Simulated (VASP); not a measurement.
Runs of VASP 6.6.1 on Zn. The structure is that of space group Im-3m (No. 229), or close to it. The cells are those of the table. 

| task | cell | cutoff (eV) | gap on the mesh (eV) | pressure (GPa) |
| --- | --- | --- | --- | --- |
| relaxation of cell and atoms | relaxed from a = 2.718 Å, angles 109.5°, 1 atom | 600 | none | 0.0 |
| relaxation of cell and atoms | relaxed to 20 GPa from a = 2.718 Å, angles 109.5°, 1 atom | 600 | none | 20.1 |
| single point | a = 2.414 Å, angles 109.5°, 1 atom | 520 | none | 41.9 |
| single point | a = 2.594 Å, angles 109.5°, 1 atom | 520 | none | 1.0 |
| relaxation of cell and atoms | relaxed to 40 GPa from a = 2.718 Å, angles 109.5°, 1 atom | 600 | none | 40.0 |
| single point | a = 2.482 Å, angles 109.5°, 1 atom | 520 | none | (a) |

Alike in all rows: level LDA; potentials or basis VASP PAW LDA potentials, release 64 (Zn); no spin polarisation; k mesh 8 × 8 × 8; smearing fermi-dirac 0.05 eV.

Q: Estimate the missing entries.

A: (a) 21.5.

Caveats: some runs use coarse meshes; the cell is relaxed towards a set pressure, so the enthalpy falls and the energy may rise (some runs).

A gap of «none» marks levels without a gap at the run's occupations.
